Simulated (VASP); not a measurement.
LiH, 2 atoms in the cell. Symmetry: Pm-3m, No. 221, cubic system. The conventional cell has a = 2.502 Å, b = 2.502 Å, c = 2.502 Å, α = 90.00°, β = 90.00°, γ = 90.00°. Within 2.9 Å of Li (site symmetry m-3m) lie 8 H at 2.17 Å and 6 Li at 2.50 Å. H (site symmetry m-3m) has 8 Li at 2.17 Å and 6 H at 2.50 Å within 2.9 Å. 

- Program: VASP 6.6.1
- Task: single point
- Functional: PBE-based screened hybrid with 35 % exact exchange
- Potentials or basis: VASP PAW PBE potentials, release 64 (Li_sv, H)
- Cutoff: 520 eV
- k mesh: 4 × 4 × 4
- Occupations: gaussian, width 0.01 eV
- Spin: no spin polarisation
- Dipole correction: no
- Grid for exact exchange (PRECFOCK): Normal
- Share of exact exchange: 0.35
- Further INCAR settings: ALGO = Normal; EDIFF = 1e-06; NBANDS = 9
- Screening parameter: 0.2078 1/Å

Potentials or basis: VASP PAW PBE potentials, release 64 (Li_sv, H).

The run is started by

```console
$ cat potpaw_PBE.64/Li_sv/POTCAR potpaw_PBE.64/H/POTCAR > POTCAR
$ cp INCAR.step1 INCAR
$ mpirun -np 1 vasp_std > vasp.out
$ cp INCAR.step2 INCAR
$ mpirun -np 1 vasp_std > vasp.out
```

Hardware: 1 thread of Intel Xeon 8259CL (shared host).

Problem. Estimate the wall time of this run.

Solution. It took 16 s on 1 thread of Intel Xeon 8259CL, on a shared host, peak memory 0.22 GiB. Counts: k points 10.
